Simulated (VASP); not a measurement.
A run of VASP 6.6.1:

The input INCAR:

```
PREC = Accurate ; ENCUT = 520
EDIFF = 1E-7 ; ISMEAR = 1
SIGMA = 0.1 ; LREAL = F
LASPH = T ; NELM = 80
ALGO = Normal ; ISIF = 2
LWAVE = F ; LCHARG = F
GGA = PE ; NBANDS = 18
```

Contents of KPOINTS:

```
regular mesh
0
Gamma
  10 10 10
```

Contents of POSCAR:

```
ZnCu
1.0
    2.9932872708      0.0000000000      0.0000000000
    0.0000000000      2.9932872708      0.0000000000
    0.0000000000      0.0000000000      2.9932872708
Zn Cu
1 1
Direct
    0.5000000000      0.5000000000      0.5000000000
    0.0000000000      0.0000000000      0.0000000000
```

Potentials or basis: VASP PAW PBE potentials, release 64 (Zn, Cu).

The run is started by

```console
$ cat potpaw_PBE.64/Zn/POTCAR potpaw_PBE.64/Cu/POTCAR > POTCAR
$ mpirun -np 1 vasp_std > vasp.out
```

Hardware: 1 thread of Intel Xeon 6975P-C, on a shared host.

Q: Estimate the wall time of this run.

A: Wall time 17 s on 1 thread of Intel Xeon 6975P-C (shared host), peak memory 0.16 GiB. Counts: scf iterations 14, k points 56.
